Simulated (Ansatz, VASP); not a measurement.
**Two plane-wave programs on HgTe**

The input INCAR:

```
  ALGO = Normal
  EDIFF = 1E-6
  ENCUT = 520
  GGA = PE
  ISIF = 2
  ISMEAR = -1
  ISPIN = 2
  LASPH = True
  LCHARG = True
  LELF = True
  LORBIT = 11
  LREAL = False
  LVHAR = True
  LWAVE = False
  MAGMOM = 0 0
  NBANDS = 20
  NELM = 150
  PREC = Accurate
  SIGMA = 0.02
```

KPOINTS

```
k-points
0
Gamma
  4 4 4
```

POSCAR

```
HgTe
1.0
    0.0000000000      3.2891972858      3.2891972858
    3.2891972858      0.0000000000      3.2891972858
    3.2891972858      3.2891972858      0.0000000000
Hg Te
1 1
Direct
    0.0000000000      0.0000000000      0.0000000000
    0.2500000000      0.2500000000      0.2500000000
```

Input for Ansatz:

```yaml
crystal:
  lattice:
    - [0.0, 3.2891972858, 3.2891972858]
    - [3.2891972858, 0.0, 3.2891972858]
    - [3.2891972858, 3.2891972858, 0.0]
  atoms:
    - { symbol: Hg, position: [0.0, 0.0, 0.0] }
    - { symbol: Te, position: [0.25, 0.25, 0.25] }
kpoints:
  mp_grid: { grid: [4, 4, 4] }
hamiltonian:
  xc: pbe
scf:
  occupations: { method: fermi_dirac, width: 0.02 }
  n_extra_bands: 4
  max_iter: 98
output:
  forces: true
  stress: true
  eigenvalues: true
magnetization:
  spin_polarized: true
  initial_magnetization: 2.0
```

Alike in both runs: task single point; functional PBE; k mesh 4 × 4 × 4; occupations fermi-dirac, width 0.02 eV; collinear spin.

|  | VASP | Ansatz |
| --- | --- | --- |
| version | VASP 6.6.1 | Ansatz 0.2.0 |
| potentials or method | VASP PAW PBE potentials, release 64 (Hg, Te) | plane waves |
| plane-wave cutoff (eV) | 520 | 420 |
| valence electrons in the cell | 18 | 36 |

|  | VASP | Ansatz | Ansatz less VASP |
| --- | --- | --- | --- |
| gap on the k mesh at the Fermi level (eV) | none | none | - |
| pressure (GPa) | 1.7 | 1.6 | -0.06 |
| net moment per atom (μB) | 0.00 | 0.00 | 0.000 |

A gap of «none» marks a metal or a gap that the smearing closes. With one functional, cell and mesh, what is left measures potentials, basis and numerics. VASP's potentials hold 18 valence electrons a cell and Ansatz's 36, so a difference there can come from the potentials and not from the codes. Ansatz's warnings: moment headroom below auto, seeded moment not kept.

The k mesh is coarse, so the values compare programs but aren't converged. Neither program's run includes spin-orbit coupling.
